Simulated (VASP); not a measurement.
# HfB (Fm-3m) in VASP: further runs

The runs below take HfB through single point, with revPBE, BLYP, PBEsol.

Everything below comes from runs of VASP 6.6.1. Logs are shortened: lines on timing, memory, paths and dates and some standing lists are left out, and cuts for length are marked.

**1. The cell of the first run**

The structure is cubic, space group Fm-3m (No. 225). The conventional cell has a = 4.858 Å, b = 4.858 Å, c = 4.858 Å, α = 90.00°, β = 90.00°, γ = 90.00°. Within 3.2 Å of Hf (site symmetry m-3m) lie 6 B at 2.43 Å. Within 3.2 Å of B (site symmetry m-3m) lie 6 Hf at 2.43 Å.

**2. Single point, revPBE**

INCAR

```
SYSTEM = HfB
PREC = Accurate
ENCUT = 520
EDIFF = 1E-6
ISMEAR = -1
SIGMA = 0.05
LREAL = .False.
LASPH = .True.
NELM = 60
ALGO = Normal
ISIF = 2
LWAVE = .False.
LCHARG = .False.
GGA = RE
NBANDS = 14
```

KPOINTS

```
Automatic mesh
0
Gamma
  10 10 10
  0 0 0
```

POSCAR

```
HfB
1.0
    0.0000000000      2.4291387500      2.4291387500
    2.4291387500      0.0000000000      2.4291387500
    2.4291387500      2.4291387500      0.0000000000
Hf B
1 1
Direct
    0.5000000000      0.5000000000      0.5000000000
    0.0000000000      0.0000000000      0.0000000000
```

Potentials or basis: VASP PAW PBE potentials, release 64 (Hf_pv, B).

Run with:

```sh
$ cat potpaw_PBE.64/Hf_pv/POTCAR potpaw_PBE.64/B/POTCAR > POTCAR
$ mpirun -np 1 vasp_std > vasp.out
```

OUTCAR:

```text
SYSTEM = HfB
   PREC = Accurate
   ENCUT = 520
   EDIFF = 1E-6
   ISMEAR = -1
   LREAL = .False.
   LASPH = .True.
   NELM = 60
   ISIF = 2
   GGA = RE

 ion  position               nearest neighbor table
   1  0.500  0.500  0.500-   2 2.43   2 2.43   2 2.43   2 2.43   2 2.43   2 2.43
   2  0.000  0.000  0.000-   1 2.43   1 2.43   1 2.43   1 2.43   1 2.43   1 2.43

  LATTYP: Found a face centered cubic cell.
 ALAT       =     4.8582775000

  Lattice vectors:

 A1 = (   0.0000000000,   2.4291387500,   2.4291387500)
 A2 = (   2.4291387500,   0.0000000000,   2.4291387500)
 A3 = (   2.4291387500,   2.4291387500,   0.0000000000)

Analysis of symmetry for initial positions (statically):
=====================================================================
 Subroutine PRICEL returns:
 Original cell was already a primitive cell.

 Routine SETGRP: Setting up the symmetry group for a
 face centered cubic supercell.

 Subroutine GETGRP returns: Found 48 space group operations
 (whereof 48 operations were pure point group operations)
 out of a pool of 48 trial point group operations.

The static configuration has the point symmetry O_h .

Analysis of symmetry for dynamics (positions and initial velocities):
=====================================================================
 Subroutine PRICEL returns:
 Original cell was already a primitive cell.

 Routine SETGRP: Setting up the symmetry group for a
 face centered cubic supercell.

 Subroutine GETGRP returns: Found 48 space group operations
 (whereof 48 operations were pure point group operations)
 out of a pool of 48 trial point group operations.

The dynamic configuration has the point symmetry O_h .

 Subroutine INISYM returns: Found 48 space group operations
 (whereof 48 operations are pure point group operations),
 and found     1 'primitive' translations

----------------------------------------------------------------------------------------

                                     Primitive cell

  volume of cell :      28.6673

  direct lattice vectors                    reciprocal lattice vectors
     0.000000000  2.429138750  2.429138750    -0.205834269  0.205834269  0.205834269
     2.429138750  0.000000000  2.429138750     0.205834269 -0.205834269  0.205834269
     2.429138750  2.429138750  0.000000000     0.205834269  0.205834269 -0.205834269

  length of vectors
[... 91 lines left out ...]
   TEBEG  =    0.0;   TEEND  =   0.0 temperature during run
   PSTRESS=    0.0 pullay stress
   NELECT =      13.0000    total number of electrons
   NUPDOWN=      -1.0000    fix difference up-down
   EMIN   =  10.00;   EMAX   =-10.00  energy-range for DOS
   EFERMI =   0.00;   METHOD = LEGACY
   ISMEAR =    -1;   SIGMA  =   0.05  broadening in eV -4-tet -1-fermi 0-gaus
   EFERMI_NEDOS =   21; number of points for ismear=-14 and -15
   IALGO  =     38    algorithm
   IMIX   =      4    mixing-type and parameters
     AMIX     =   0.40;   BMIX     =  1.00
     AMIX_MAG =   1.60;   BMIX_MAG =  1.00
  volume/ion in A,a.u.               =      14.33        96.73
  Fermi-wavevector in a.u.,A,eV,Ry     =   1.257748  2.376799 21.523464  1.581930
  Thomas-Fermi vector in A             =   2.391392
   LORBIT       =      0    0 simple, 1 ext, 2 COOP (PROOUT), +10 PAW based schemes
   GGA     = RE    functional components
   LHFCALC =     F    Hartree Fock is set to
   AEXX    =    0.0000 exact exchange contribution
   IVDW    =     0    specifies the selected vdW correction
   LEPSILON=     F    determine dielectric tensor
   LRPA    =     F    only Hartree local field effects (RPA)
 non-spin polarized calculation
  energy-cutoff  :      520.00
  volume of cell :       28.67
 maximum number of plane-waves:       785
 NGX is ok and might be reduce to    28
   NGX = 13   NGY = 13   NGZ = 13

 number of electron      13.0000001 magnetization

 Free energy of the ion-electron system (eV)
  ---------------------------------------------------
  ext. energy  EPLUGINS =         0.00000000
  ---------------------------------------------------
  free energy    TOTEN  =       -16.88451499 eV

  energy without entropy =      -16.86971836  energy(sigma->0) =      -16.87711667

 E-fermi :   4.2607     XC(G=0): -11.5616

 val. band max:        4.2421483704   @ k =  -0.2000   0.1000   0.0000
 cond. band min:       4.2763338640   @ k =   0.3000   0.3000   0.0000
 fundamental gap:      0.0341854936
 Fermi energy:         4.2607225728

 k-point     1 :       0.0000    0.0000    0.0000
  band No.  band energies     occupation
      1     -24.8492      2.00000
      2     -24.8492      2.00000
      3     -24.8492      2.00000
      4      -4.8179      2.00000
      5       6.3244      0.00000
      6       6.3244      0.00000
      7       6.3244      0.00000
      8       7.8221      0.00000
      9       7.8221      0.00000
     10       7.8221      0.00000
     11       7.9398      0.00000
     12       7.9398      0.00000
     13      15.0717      0.00000
     14      15.3382      0.00000
[... 377 lines left out ...]
      1     -25.1546      2.00000
      2     -24.9748      2.00000
      3     -24.9623      2.00000
      4      -2.1759      2.00000
      5       2.1667      2.00000
      6       3.7139      1.99996
      7       5.3866      0.00000
      8       6.1137      0.00000
      9       9.6803      0.00000
     10      11.0357      0.00000
     11      11.3051      0.00000
     12      14.5846      0.00000
     13      15.0872      0.00000
     14      18.4133      0.00000

 [... further k-points ...]

------------------------ aborting loop because EDIFF is reached ----------------------------------------

  FORCE on cell =-STRESS in cart. coord.  units (eV):
  Direction    XX          YY          ZZ          XY          YZ          ZX
  --------------------------------------------------------------------------------------
  -------------------------------------------------------------------------------------
  Total        0.0017060      0.0017060      0.0017060      0.0000000      0.0000000     -0.0000000
  in kB        0.0953483      0.0953483      0.0953483      0.0000000      0.0000000     -0.0000000
  external PRESSURE =       0.0953483 kB  Pullay stress =       0.0000000 kB

 VOLUME and BASIS-vectors are now :
 -----------------------------------------------------------------------------
  energy-cutoff  :      520.00
  volume of cell :       28.67
      direct lattice vectors                 reciprocal lattice vectors
     0.000000000  2.429138750  2.429138750    -0.205834269  0.205834269  0.205834269
     2.429138750  0.000000000  2.429138750     0.205834269 -0.205834269  0.205834269
     2.429138750  2.429138750  0.000000000     0.205834269  0.205834269 -0.205834269

 POSITION                                       TOTAL-FORCE (eV/Angst)
 -----------------------------------------------------------------------------------
      2.42914      2.42914      2.42914        -0.000000      0.000000      0.000000
      0.00000      0.00000      0.00000         0.000000     -0.000000     -0.000000
 -----------------------------------------------------------------------------------
    total drift:                                0.000000      0.000000      0.000000

  FREE ENERGIE OF THE ION-ELECTRON SYSTEM (eV)
  ---------------------------------------------------
  free  energy   TOTEN  =       -16.8845149861 eV

  energy  without entropy=      -16.8697183629  energy(sigma->0) =      -16.87711667
```

It took 28 s on 1 thread of AMD EPYC 7R13, shared host; peak memory 0.13 GiB.

What came out:

```yaml
Free_energy: -16.8845 eV
Pressure: 0.0 GPa
```

Levels at points of the mesh, in eV from the Fermi level:
```csv
k point,band 3,band 4,band 5,band 6,band 7,band 8,band 9,band 10,band 11,band 12
"(0.00, 0.00, 0.00)",-29.11,-9.08,2.06,2.06,2.06,3.56,3.56,3.56,3.68,3.68
"(0.50, 0.00, 0.00)",-29.16,-4.55,-4.54,-1.10,-1.10,5.60,5.60,6.41,7.61,12.48
"(0.50, 0.50, 0.00)",-29.26,-6.34,-1.28,-0.72,1.92,1.92,5.32,6.70,6.70,7.58
```

Caveat: the PAW data sets were made with another functional, which shifts forces and pressure a little; spin-orbit coupling is left out, which moves the levels of the heavy elements.

**3. Single point, BLYP**

This run uses another cell than the first one, of 14.59 Å³/atom, 1.018 times its volume.

INCAR

```
SYSTEM = HfB
PREC = Accurate ; ENCUT = 520
EDIFF = 1E-6 ; ISMEAR = -1
SIGMA = 0.05 ; LREAL = .False.
LASPH = .True. ; NELM = 60
ALGO = Normal ; ISIF = 2
LWAVE = .False. ; LCHARG = .True.
GGA = B5 ; ALDAX = 1.0
AGGAX = 1.0 ; AGGAC = 1.0
ALDAC = 0.0 ; LELF = .True.
LVHAR = .True. ; NBANDS = 14
```

KPOINTS

```
regular mesh
0
Gamma
  10 10 10
  0 0 0
```

POSCAR

```
HfB
1.0
    0.0000000000      2.4436793716      2.4436793716
    2.4436793716      0.0000000000      2.4436793716
    2.4436793716      2.4436793716      0.0000000000
Hf B
1 1
Direct
    0.5000000000      0.5000000000      0.5000000000
    0.0000000000      0.0000000000      0.0000000000
```

Potentials or basis: VASP PAW PBE potentials, release 64 (Hf_pv, B).

Run with:

```sh
$ cat potpaw_PBE.64/Hf_pv/POTCAR potpaw_PBE.64/B/POTCAR > POTCAR
$ mpirun -np 1 vasp_std > vasp.out
```

Run time: 34 s. Hardware: 1 thread of AMD EPYC 7R13, shared host; peak memory 0.14 GiB.

The run converged. Its results:

```yaml
Free_energy: -15.5400 eV
Pressure: 0.4 GPa
```

Levels at points of the mesh, in eV from the Fermi level:
| k point | band 3 | band 4 | band 5 | band 6 | band 7 | band 8 | band 9 | band 10 | band 11 | band 12 |
| --- | --- | --- | --- | --- | --- | --- | --- | --- | --- | --- |
| (0.00, 0.00, 0.00) | -29.16 | -8.85 | 2.00 | 2.00 | 2.00 | 3.43 | 3.43 | 3.43 | 3.53 | 3.53 |
| (0.50, 0.00, 0.00) | -29.21 | -4.48 | -4.36 | -1.12 | -1.12 | 5.32 | 5.32 | 6.13 | 7.85 | 12.00 |
| (0.50, 0.50, 0.00) | -29.30 | -6.28 | -1.11 | -0.59 | 1.89 | 1.89 | 5.07 | 6.35 | 6.35 | 7.39 |

Caveat: the PAW data sets were made with another functional, which shifts forces and pressure a little; spin-orbit coupling is left out, which moves the levels of the heavy elements.

(Part 1 of 2 ends here.)
